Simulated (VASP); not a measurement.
Write the native input for VASP 6.6.1 that does the following.

| Item | Value |
| --- | --- |
| Task | single point |
| Functional | PBE |
| Potentials or basis | VASP PAW PBE potentials, release 64 (In_d, O) |
| Cutoff | 520 eV |
| k mesh | 7 × 7 × 7 |
| Occupations | fermi-dirac, width 0.02 eV |
| Spin | no spin polarisation |
| Dipole correction | no |
| Further INCAR settings | ALGO = Normal; EDIFF = 1e-07; NBANDS = 55 |

The structure of In2O3 lies in POSCAR:

```
In2O3
1.0
    2.7250866935      1.5733295361      4.8042048385
   -2.7250866935      1.5733295361      4.8042048385
    0.0000000000     -3.1466590721      4.8042048385
In O
4 6
Direct
    0.3581869694      0.3581869694      0.3581869694
    0.1418130306      0.1418130306      0.1418130306
    0.6418130306      0.6418130306      0.6418130306
    0.8581869694      0.8581869694      0.8581869694
    0.5453174839      0.9546825161      0.2500000000
    0.2500000000      0.5453174839      0.9546825161
    0.9546825161      0.2500000000      0.5453174839
    0.4546825161      0.0453174839      0.7500000000
    0.7500000000      0.4546825161      0.0453174839
    0.0453174839      0.7500000000      0.4546825161
```

One way to write it, as run:

INCAR

```
PREC     = Accurate       # precision mode
ENCUT    = 520            # plane-wave cutoff, eV
EDIFF    = 1E-7           # SCF threshold, eV
ISMEAR   = -1             # smearing method
SIGMA    = 0.02           # smearing width, eV
LREAL    = F              # projectors in reciprocal space
LASPH    = T              # aspherical terms in the spheres
NELM     = 60             # most SCF steps
ALGO     = Normal         # electronic algorithm
ISIF     = 2              # what is computed and relaxed
LWAVE    = F              # write WAVECAR
LCHARG   = F              # write CHGCAR
GGA      = PE             # functional
NBANDS   = 55             # bands
```

KPOINTS

```
regular mesh
0
Gamma
  7 7 7
```

Potentials or basis: VASP PAW PBE potentials, release 64 (In_d, O).

Command:

```bash
$ cat potpaw_PBE.64/In_d/POTCAR potpaw_PBE.64/O/POTCAR > POTCAR
$ mpirun -np 1 vasp_std > vasp.out
```

Results of the run:

| Quantity | Value |
| --- | --- |
| Pressure | 12.9 GPa |
| Largest force | 0.010 eV/Å |
| Band gap on the k mesh | 1.42 eV (least direct gap 1.43 eV) |

Caveat: the cell stands under pressure; spin-orbit coupling is left out, which moves the levels of the heavy elements; an odd mesh through Γ misses points on the zone boundary, where band edges can lie.

Run time: 11 min on 1 thread of Intel Xeon 8259CL, with other jobs on the host, peak memory 0.43 GiB.
